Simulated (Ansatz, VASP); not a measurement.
# Ta: VASP beside Ansatz

```
CELL_PARAMETERS angstrom
-1.47171 1.47171 2.23656
1.47171 -1.47171 2.23656
1.47171 1.47171 -2.23656
ATOMIC_POSITIONS crystal
Ta 0.00000 0.00000 0.00000
```

Alike in both runs: task single point; functional PBE; k mesh 20 × 20 × 20; occupations gaussian, width 0.15 eV; no spin polarisation.

```csv
,VASP,Ansatz
version,VASP 6.6.1,Ansatz 0.2.0
potentials or method,"VASP PAW PBE potentials, release 64 (Ta_pv), cutoff 520 eV","scalar-relativistic, plane waves, PAW"
valence electrons in the cell,11,13
```

|  | VASP | Ansatz | Ansatz less VASP |
| --- | --- | --- | --- |
| gap on the k mesh at the Fermi level (eV) | none | none | - |
| pressure (GPa) | -5.8 | -5.8 | 0.00 |
| traceless stress, the component that is largest in VASP (GPa) | 4.09 | 4.07 | -0.021 |

A gap of «none» marks a metal or a gap that the smearing closes. VASP's potentials hold 11 valence electrons a cell and Ansatz's 13, so a difference there can come from the potentials and not from the codes.

Neither program's run includes spin-orbit coupling.
